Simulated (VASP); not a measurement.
Input of a VASP 6.6.1 run:

INCAR

```
SYSTEM = BeS
PREC = Accurate ; ENCUT = 520
EDIFF = 1E-6 ; ISMEAR = 0
SIGMA = 0.01 ; LREAL = .FALSE.
LASPH = .TRUE. ; NELM = 80
ALGO = Normal ; ISIF = 2
LWAVE = .FALSE. ; LCHARG = .FALSE.
GGA = PE ; NBANDS = 11
```

KPOINTS

```
regular mesh
0
G
  8 8 8
  0 0 0
```

POSCAR

```
BeS
1.0
    0.0000000000      2.4380063351      2.4380063351
    2.4380063351      0.0000000000      2.4380063351
    2.4380063351      2.4380063351      0.0000000000
Be S
1 1
Direct
    0.0000000000      0.0000000000      0.0000000000
    0.7500000000      0.7500000000      0.7500000000
```

Potentials or basis: VASP PAW PBE potentials, release 64 (Be, S).

Launch:

```bash
$ cat potpaw_PBE.64/Be/POTCAR potpaw_PBE.64/S/POTCAR > POTCAR
$ mpirun -np 1 vasp_std > vasp.out
```

(1) What does it give for the band gap on the k mesh?

(2) What does it give for the pressure?

## Answers

(1) 3.15 eV, indirect (least direct gap 5.68 eV).

(2) 0.0 GPa.
